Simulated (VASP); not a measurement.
## Sn8O16F (a cell with a defect) (F interstitial hop between voids): single point with PBE

Sn8O16F (a cell with a defect) (F interstitial hop between voids):

```
Sn O F
1.0
     4.82746    4.82746    0.00000
    -4.82746    4.82746    0.00000
     0.00000    0.00000    6.47591
Sn O F
8 16 1
Direct
  0.99380 0.49943 0.24679
  0.49218 0.00906 0.24391
  0.00066 0.99804 0.00141
  0.49046 0.48838 0.01168
  0.00154 0.50616 0.74931
  0.49126 0.99084 0.74786
  0.98864 0.00428 0.50065
  0.50520 0.49711 0.50622
  0.98806 0.80915 0.25377
  0.58468 0.31021 0.27801
  0.97111 0.19171 0.25309
  0.49155 0.69118 0.25521
  0.30277 0.92993 0.98759
  0.80173 0.49656 0.99532
  0.17983 0.55517 0.99506
  0.68769 0.00626 0.99578
  0.98706 0.81392 0.74526
  0.48932 0.30079 0.75425
  0.00760 0.19699 0.75441
  0.50557 0.68281 0.75219
  0.29853 0.00925 0.49396
  0.81491 0.51708 0.50626
  0.19527 0.48756 0.49384
  0.68288 0.98617 0.50281
  0.29707 0.25038 0.10708
```

- Program: VASP 6.6.1
- Task: single point
- Functional: PBE
- Potentials or basis: VASP PAW PBE potentials, release 64 (Sn_d, O, F)
- Cutoff: 520 eV
- k mesh: 1 × 1 × 1
- Occupations: fermi-dirac, width 0.01 eV
- Spin: no spin polarisation
- Dipole correction: no
- Charge: -1
- Further INCAR settings: LREAL = Auto; ALGO = Normal; EDIFF = 1e-06; NBANDS = 126; NELECT = 216.0

| Quantity | Value |
| --- | --- |
| Largest force | 0.053 eV/Å |

Forces on the atoms (eV/Å):
```
Sn  -0.004 -0.005  0.010
Sn   0.034 -0.001  0.002
Sn  -0.008 -0.007  0.011
Sn  -0.017  0.048 -0.014
Sn   0.000  0.006 -0.007
Sn   0.000  0.003 -0.009
Sn   0.003  0.002  0.003
Sn  -0.008  0.010  0.007
O    0.016 -0.022  0.003
O    0.035 -0.010 -0.022
O   -0.020  0.013 -0.005
O   -0.023  0.019  0.003
O   -0.007 -0.023  0.014
O   -0.018 -0.020 -0.007
O    0.025  0.036  0.002
O    0.014  0.020 -0.005
O    0.012 -0.017 -0.006
O    0.011 -0.019  0.002
O   -0.013  0.019  0.000
O   -0.008  0.010  0.011
O   -0.018 -0.016  0.005
O   -0.022 -0.013  0.000
O    0.020  0.013 -0.001
O    0.011  0.004  0.001
F   -0.015 -0.050  0.002
```

Levels at points of the mesh, in eV from the Fermi level:
| k point | band 106 | band 107 | band 108 | band 109 | band 110 | band 111 |
| --- | --- | --- | --- | --- | --- | --- |
| (0.00, 0.00, 0.00) | -0.50 | -0.30 | -0.26 | 0.31 | 3.63 | 3.69 |

It took 2.3 min on 1 thread of AMD EPYC 7R13 (shared host), peak memory 0.31 GiB.

Caveat: the k points lie up to 0.97 Å⁻¹ apart; the cell carries a net charge on a neutralising background, which shifts energy and pressure; the cell is charged against a uniform background, so pressure and absolute levels hang on convention; spin-orbit coupling is left out, which moves the levels of the heavy elements.
